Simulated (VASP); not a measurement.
A run of VASP 6.6.1:

INCAR

```
SYSTEM = GaN
PREC = Accurate ; ENCUT = 600
EDIFF = 1E-6 ; ISMEAR = 0
SIGMA = 0.01 ; LREAL = .False.
LASPH = .True. ; NELM = 120
ALGO = Normal ; ISIF = 2
LWAVE = .False. ; LCHARG = .False.
GGA = PE ; NBANDS = 16
GGA_COMPAT = .False.
```

KPOINTS

```
regular mesh
0
Gamma
  8 8 8
  0 0 0
```

Contents of POSCAR:

```
GaN
1.0
    0.0000000000      2.2496763866      2.2496763866
    2.2496763866      0.0000000000      2.2496763866
    2.2496763866      2.2496763866      0.0000000000
Ga N
1 1
Direct
    0.0000000000      0.0000000000      0.0000000000
    0.2500000000      0.2500000000      0.2500000000
```

Potentials or basis: VASP PAW PBE potentials, release 64 (Ga_d, N).

Launch:

```bash
$ cat potpaw_PBE.64/Ga_d/POTCAR potpaw_PBE.64/N/POTCAR > POTCAR
$ mpirun -np 1 vasp_std > vasp.out
```

Hardware: 1 thread of Intel(R) Xeon(R) 6975P-C (Granite Rapids), on a shared host.

Question: Estimate the wall time of this run.

Answer: It took 14 s on 1 thread of Intel(R) Xeon(R) 6975P-C (Granite Rapids), with other jobs on the host, peak memory 0.16 GiB. Counts: scf iterations 13, k points 29.
